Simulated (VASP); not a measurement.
Input of a VASP 6.6.1 run:

File POSCAR:

```
Ti3Al
1.0
    0.0000000000      3.2124953376      3.2124953376
    3.2124953376      0.0000000000      3.2124953376
    3.2124953376      3.2124953376      0.0000000000
Ti Al
3 1
Direct
    0.7500000000      0.7500000000      0.7500000000
    0.2500000000      0.2500000000      0.2500000000
    0.0000000000      0.0000000000      0.0000000000
    0.5000000000      0.5000000000      0.5000000000
```

INCAR.step1

```
ALGO     = Normal         # electronic algorithm
EDIFF    = 1E-4           # SCF threshold, eV
ENCUT    = 520            # plane-wave cutoff, eV
GGA      = PE             # functional
ISMEAR   = 0              # smearing method
LASPH    = True           # aspherical terms in the spheres
LCHARG   = False          # write CHGCAR
LREAL    = False          # projectors in reciprocal space
LWAVE    = True           # write WAVECAR
NBANDS   = 28             # bands
NELM     = 100            # most SCF steps
PREC     = Accurate       # precision mode
SIGMA    = 0.1            # smearing width, eV
```

The input INCAR.step2:

```
ALGO     = Normal         # electronic algorithm
EDIFF    = 1E-7           # SCF threshold, eV
ENCUT    = 520            # plane-wave cutoff, eV
ISIF     = 2              # what is computed and relaxed
ISMEAR   = 0              # smearing method
ISTART   = 1            
LASPH    = True           # aspherical terms in the spheres
LCHARG   = False          # write CHGCAR
LMIXTAU  = True         
LREAL    = False          # projectors in reciprocal space
LWAVE    = False          # write WAVECAR
METAGGA  = R2SCAN         # meta-GGA
NBANDS   = 28             # bands
NELM     = 100            # most SCF steps
PREC     = Accurate       # precision mode
SIGMA    = 0.1            # smearing width, eV
```

File KPOINTS:

```
k-points
0
Gamma
  12 12 12
```

Potentials or basis: VASP PAW PBE potentials, release 64 (Ti_sv, Al).

The run is started by

```sh
$ cat potpaw_PBE.64/Ti_sv/POTCAR potpaw_PBE.64/Al/POTCAR > POTCAR
$ cp INCAR.step1 INCAR
$ mpirun -np 1 vasp_std > vasp.out
$ cp INCAR.step2 INCAR
$ mpirun -np 1 vasp_std > vasp.out
```

Q: What does it give for the pressure?

A: 0.3 GPa.

Q: Estimate the band gap on the k mesh.

A: Zero (an odd number of electrons rules out a gap without spin polarisation).

Caveat: the PAW data sets were made with another functional, which shifts forces and pressure a little.
